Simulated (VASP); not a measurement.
# MgO (Fm-3m) in VASP: single point with LDA

Aim: the single point of MgO with LDA.

Program: VASP 6.6.1. These are calculated values, not measurements. Logs are shortened: lines on timing, memory, paths and dates and some standing lists are left out, and cuts for length are marked.

## 1. The cell of the first run

It takes space group Fm-3m (No. 225, cubic). The conventional cell has a = 4.159 Å, b = 4.159 Å, c = 4.159 Å, α = 90.00°, β = 90.00°, γ = 90.00°. Within 2.8 Å of Mg (site symmetry m-3m) lie 6 O at 2.08 Å. Within 2.8 Å of O (site symmetry m-3m) lie 6 Mg at 2.08 Å.

## 2. Single point, LDA

Input file INCAR:

```
PREC     = Accurate       # precision mode
ENCUT    = 600            # plane-wave cutoff, eV
EDIFF    = 1E-6           # SCF threshold, eV
ISMEAR   = 0              # smearing method
SIGMA    = 0.02           # smearing width, eV
LREAL    = F              # projectors in reciprocal space
LASPH    = T              # aspherical terms in the spheres
NELM     = 120            # most SCF steps
ALGO     = Normal         # electronic algorithm
ISIF     = 2              # what is computed and relaxed
LWAVE    = F              # write WAVECAR
LCHARG   = T              # write CHGCAR
LELF     = T              # ELF
LVHAR    = T            
NBANDS   = 11             # bands
GGA_COMPAT= F
```

Input file KPOINTS:

```
Automatic mesh
0
Gamma
  10 10 10
```

Input file POSCAR:

```
MgO
1.0
    0.0000000000      2.0796058504      2.0796058504
    2.0796058504      0.0000000000      2.0796058504
    2.0796058504      2.0796058504      0.0000000000
Mg O
1 1
Direct
    0.0000000000      0.0000000000      0.0000000000
    0.5000000000      0.5000000000      0.5000000000
```

Potentials or basis: VASP PAW LDA potentials, release 64 (Mg, O).

The run is started by

```sh
$ cat potpaw_LDA.64/Mg/POTCAR potpaw_LDA.64/O/POTCAR > POTCAR
$ mpirun -np 1 vasp_std > vasp.out
```

OUTCAR:

```text
PREC = Accurate
   ENCUT = 600
   EDIFF = 1E-6
   ISMEAR = 0
   LREAL = F
   LASPH = T
   NELM = 120
   ISIF = 2

 ion  position               nearest neighbor table
   1  0.000  0.000  0.000-   2 2.08   2 2.08   2 2.08   2 2.08   2 2.08   2 2.08
   2  0.500  0.500  0.500-   1 2.08   1 2.08   1 2.08   1 2.08   1 2.08   1 2.08

  LATTYP: Found a face centered cubic cell.
 ALAT       =     4.1592117008

  Lattice vectors:

 A1 = (   0.0000000000,   2.0796058504,   2.0796058504)
 A2 = (   2.0796058504,   0.0000000000,   2.0796058504)
 A3 = (   2.0796058504,   2.0796058504,   0.0000000000)

Analysis of symmetry for initial positions (statically):
=====================================================================
 Subroutine PRICEL returns:
 Original cell was already a primitive cell.

 Routine SETGRP: Setting up the symmetry group for a
 face centered cubic supercell.

 Subroutine GETGRP returns: Found 48 space group operations
 (whereof 48 operations were pure point group operations)
 out of a pool of 48 trial point group operations.

The static configuration has the point symmetry O_h .

Analysis of symmetry for dynamics (positions and initial velocities):
=====================================================================
 Subroutine PRICEL returns:
 Original cell was already a primitive cell.

 Routine SETGRP: Setting up the symmetry group for a
 face centered cubic supercell.

 Subroutine GETGRP returns: Found 48 space group operations
 (whereof 48 operations were pure point group operations)
 out of a pool of 48 trial point group operations.

The dynamic configuration has the point symmetry O_h .

 Subroutine INISYM returns: Found 48 space group operations
 (whereof 48 operations are pure point group operations),
 and found     1 'primitive' translations

----------------------------------------------------------------------------------------

                                     Primitive cell

  volume of cell :      17.9876

  direct lattice vectors                    reciprocal lattice vectors
     0.000000000  2.079605850  2.079605850    -0.240430176  0.240430176  0.240430176
     2.079605850  0.000000000  2.079605850     0.240430176 -0.240430176  0.240430176
     2.079605850  2.079605850  0.000000000     0.240430176  0.240430176 -0.240430176

  length of vectors
     2.941006798  2.941006798  2.941006798     0.416437280  0.416437280  0.416437280

  position of ions in fractional coordinates (direct lattice)
     0.000000000  0.000000000  0.000000000
     0.500000000  0.500000000  0.500000000

  ion indices of the primitive-cell ions
   primitive index   ion index
                 1           1
                 2           2

----------------------------------------------------------------------------------------

 KPOINTS: Automatic mesh

Automatic generation of k-mesh.
 Grid dimensions read from file:
 generate k-points for:   10   10   10

 Generating k-lattice:

  Cartesian coordinates                     Fractional coordinates (reciprocal lattice)
    -0.024043018  0.024043018  0.024043018     0.100000000  0.000000000  0.000000000
     0.024043018 -0.024043018  0.024043018     0.000000000  0.100000000  0.000000000
     0.024043018  0.024043018 -0.024043018     0.000000000  0.000000000  0.100000000

  Length of vectors
     0.041643728  0.041643728  0.041643728

  Shift w.r.t. Gamma in fractional coordinates (k-lattice)
     0.000000000  0.000000000  0.000000000

 Subroutine IBZKPT returns following result:
 ===========================================

 Found     47 irreducible k-points:

 Following reciprocal coordinates:
            Coordinates               Weight
  0.000000  0.000000  0.000000      1.000000
  0.100000  0.000000  0.000000      8.000000
  0.200000  0.000000  0.000000      8.000000
  0.300000  0.000000  0.000000      8.000000
  0.400000  0.000000  0.000000      8.000000
  0.500000  0.000000  0.000000      4.000000
[... 16 lines left out ...]
  0.300000  0.300000  0.000000      6.000000
  0.400000  0.300000  0.000000     24.000000
 [... further k-points ...]
   k-points           NKPTS =     47   k-points in BZ     NKDIM =     47   number of bands    NBANDS=     11
   number of dos      NEDOS =    301   number of ions     NIONS =      2
   total plane-waves  NPLWV =  13824
   dimension x,y,z NGX =    24 NGY =   24 NGZ =   24
   dimension x,y,z NGXF=    48 NGYF=   48 NGZF=   48
   ions per type =               1   1
   NGX,Y,Z   is equivalent  to a cutoff of  13.57, 13.57, 13.57 a.u.
   NGXF,Y,Z  is equivalent  to a cutoff of  27.13, 27.13, 27.13 a.u.
 SYSTEM =  unknown system
   PREC   = accura    normal or accurate (medium, high low for compatibility)
   ISTART =      0    job   : 0-new  1-cont  2-samecut
   ICHARG =      2    charge: 1-file 2-atom 10-const
   ISPIN  =      1    spin polarized calculation?
   LNONCOLLINEAR =      F non collinear calculations
   LSORBIT =      F    spin-orbit coupling
   LASPH  =      T    aspherical Exc in radial PAW
   ENCUT  =  600.0 eV  44.10 Ry    6.64 a.u.   5.87  5.87  5.87*2*pi/ulx,y,z
   NELM   =    120;   NELMIN=  2; NELMDL= -5     # of ELM steps
   EDIFF  = 0.1E-05   stopping-criterion for ELM
   LREAL  =      F    real-space projection
   EDIFFG = 0.1E-04   stopping-criterion for IOM
   NSW    =      0    number of steps for IOM
   IBRION =     -1    ionic relax: 0-MD 1-quasi-New 2-CG
   NFREE  =      0    steps in history (QN), initial steepest desc. (CG)
   ISIF   =      2    stress and relaxation
   ISYM   =      2    0-nonsym 1-usesym 2-fastsym
   POTIM  = 0.5000    time-step for ionic-motion
   TEBEG  =    0.0;   TEEND  =   0.0 temperature during run
   PSTRESS=    0.0 pullay stress
   NELECT =       8.0000    total number of electrons
   NUPDOWN=      -1.0000    fix difference up-down
   EMIN   =  10.00;   EMAX   =-10.00  energy-range for DOS
   EFERMI =   0.00;   METHOD = LEGACY
   ISMEAR =     0;   SIGMA  =   0.02  broadening in eV -4-tet -1-fermi 0-gaus
   EFERMI_NEDOS =   21; number of points for ismear=-14 and -15
   IALGO  =     38    algorithm
   IMIX   =      4    mixing-type and parameters
     AMIX     =   0.40;   BMIX     =  1.00
     AMIX_MAG =   1.60;   BMIX_MAG =  1.00
  volume/ion in A,a.u.               =       8.99        60.69
  Fermi-wavevector in a.u.,A,eV,Ry     =   1.249627  2.361453 21.246424  1.561568
  Thomas-Fermi vector in A             =   2.383659
   LORBIT       =      0    0 simple, 1 ext, 2 COOP (PROOUT), +10 PAW based schemes
   GGA     = CA    functional components
   LHFCALC =     F    Hartree Fock is set to
   AEXX    =    0.0000 exact exchange contribution
   IVDW    =     0    specifies the selected vdW correction
   LEPSILON=     F    determine dielectric tensor
   LRPA    =     F    only Hartree local field effects (RPA)
 non-spin polarized calculation
 Gauss-broadening in eV      SIGMA  =   0.02
  energy-cutoff  :      600.00
  volume of cell :       17.99
 maximum number of plane-waves:       620
   NGX = 11   NGY = 11   NGZ = 11

 number of electron       8.0000000 magnetization

 Free energy of the ion-electron system (eV)
  ---------------------------------------------------
  ext. energy  EPLUGINS =         0.00000000
  ---------------------------------------------------
  free energy    TOTEN  =       -13.44824466 eV

  energy without entropy =      -13.44824466  energy(sigma->0) =      -13.44824466

 E-fermi :   3.2508     XC(G=0): -11.7757

 val. band max:        3.1716364398   @ k =   0.0000   0.0000   0.0000
 cond. band min:       8.2079486409   @ k =   0.0000   0.0000   0.0000
 fundamental gap:      5.0363122011
 Fermi energy:         3.2508297550

 k-point     1 :       0.0000    0.0000    0.0000
  band No.  band energies     occupation
      1     -14.0325      2.00000
      2       3.1716      2.00000
      3       3.1716      2.00000
      4       3.1716      2.00000
      5       8.2079      0.00000
      6      18.9050      0.00000
      7      18.9050      0.00000
      8      18.9050      0.00000
      9      23.0296      0.00000
     10      24.7206      0.00000
     11      24.7206      0.00000

 k-point     2 :       0.1000    0.0000    0.0000
  band No.  band energies     occupation
      1     -13.9152      2.00000
      2       2.5054      2.00000
      3       3.0981      2.00000
      4       3.0981      2.00000
      5       8.8266      0.00000
      6      17.6687      0.00000
      7      19.1590      0.00000
      8      19.1590      0.00000
      9      24.0221      0.00000
     10      24.0221      0.00000
     11      24.7227      0.00000

 k-point     3 :       0.2000    0.0000    0.0000
  band No.  band energies     occupation
      1     -13.5909      2.00000
      2       1.1292      2.00000
      3       2.9115      2.00000
      4       2.9115      2.00000
      5       9.9957      0.00000
      6      16.1875      0.00000
      7      19.6858      0.00000
      8      19.6858      0.00000
      9      23.3354      0.00000
     10      23.3354      0.00000
     11      25.7112      0.00000

 k-point     4 :       0.3000    0.0000    0.0000
  band No.  band energies     occupation
      1     -13.1486      2.00000
      2      -0.2718      2.00000
      3       2.6927      2.00000
      4       2.6927      2.00000
      5      10.8572      0.00000
      6      15.5942      0.00000
      7      19.8564      0.00000
      8      19.8564      0.00000
      9      23.7773      0.00000
     10      23.7773      0.00000
     11      25.0925      0.00000

 k-point     5 :       0.4000    0.0000    0.0000
  band No.  band energies     occupation
      1     -12.7467      2.00000
      2      -1.3101      2.00000
      3       2.5241      2.00000
      4       2.5241      2.00000
      5      11.1268      0.00000
      6      15.7926      0.00000
      7      19.6677      0.00000
      8      19.6677      0.00000
      9      24.5124      0.00000
     10      25.0528      0.00000
     11      25.0528      0.00000
[... 211 lines left out ...]
 k-point    21 :      -0.3000    0.2000    0.0000
  band No.  band energies     occupation
      1     -12.6602      2.00000
      2      -0.6862      2.00000
      3       1.2463      2.00000
      4       2.4633      2.00000
      5      12.6154      0.00000
      6      15.1741      0.00000
      7      17.5043      0.00000
      8      20.6261      0.00000
      9      23.5004      0.00000
     10      24.4326      0.00000
     11      28.5198      0.00000

 k-point    22 :      -0.2000    0.2000    0.0000
  band No.  band energies     occupation
      1     -13.0177      2.00000
      2      -0.0610      2.00000
      3       1.7431      2.00000
      4       2.6863      2.00000
      5      11.8656      0.00000
      6      15.0654      0.00000
      7      18.4137      0.00000
      8      21.0874      0.00000
      9      21.6496      0.00000
     10      24.6621      0.00000
     11      28.2912      0.00000

 k-point    23 :       0.3000    0.3000    0.0000
  band No.  band energies     occupation
      1     -12.9234      2.00000
      2      -0.1228      2.00000
      3       2.1765      2.00000
      4       2.1765      2.00000
      5      12.2860      0.00000
      6      13.4426      0.00000
      7      17.7187      0.00000
      8      21.2607      0.00000
      9      21.2607      0.00000
     10      27.4390      0.00000
     11      31.0127      0.00000

 k-point    24 :       0.4000    0.3000    0.0000
  band No.  band energies     occupation
      1     -12.6420      2.00000
      2      -0.5831      2.00000
      3       1.7858      2.00000
      4       2.0203      2.00000
      5      12.8785      0.00000
      6      13.3080      0.00000
      7      16.8994      0.00000
      8      21.5292      0.00000
      9      21.7465      0.00000
     10      28.2087      0.00000
     11      30.6293      0.00000

 [... further k-points ...]

------------------------ aborting loop because EDIFF is reached ----------------------------------------

  FORCE on cell =-STRESS in cart. coord.  units (eV):
  Direction    XX          YY          ZZ          XY          YZ          ZX
  --------------------------------------------------------------------------------------
  -------------------------------------------------------------------------------------
  Total       -0.2201922     -0.2201922     -0.2201922      0.0000000     -0.0000000      0.0000000
  in kB      -19.6127965    -19.6127965    -19.6127965      0.0000000     -0.0000000      0.0000000
  external PRESSURE =     -19.6127965 kB  Pullay stress =       0.0000000 kB

 VOLUME and BASIS-vectors are now :
 -----------------------------------------------------------------------------
  energy-cutoff  :      600.00
  volume of cell :       17.99
      direct lattice vectors                 reciprocal lattice vectors
     0.000000000  2.079605850  2.079605850    -0.240430176  0.240430176  0.240430176
     2.079605850  0.000000000  2.079605850     0.240430176 -0.240430176  0.240430176
     2.079605850  2.079605850  0.000000000     0.240430176  0.240430176 -0.240430176

 POSITION                                       TOTAL-FORCE (eV/Angst)
 -----------------------------------------------------------------------------------
      0.00000      0.00000      0.00000        -0.000000     -0.000000      0.000000
      2.07961      2.07961      2.07961         0.000000      0.000000      0.000000
 -----------------------------------------------------------------------------------
    total drift:                               -0.000000     -0.000000      0.000000

  FREE ENERGIE OF THE ION-ELECTRON SYSTEM (eV)
  ---------------------------------------------------
  free  energy   TOTEN  =       -13.4482446552 eV

  energy  without entropy=      -13.4482446552  energy(sigma->0) =      -13.44824466
```

Wall time 3.6 s (1 thread of Intel Xeon 6975P-C (Granite Rapids), shared host); peak memory 0.13 GiB.

Results:

```yaml
Free_energy: -13.4482 eV
Pressure: -2.0 GPa
Band_gap_on_the_k_mesh: 5.04 eV
```
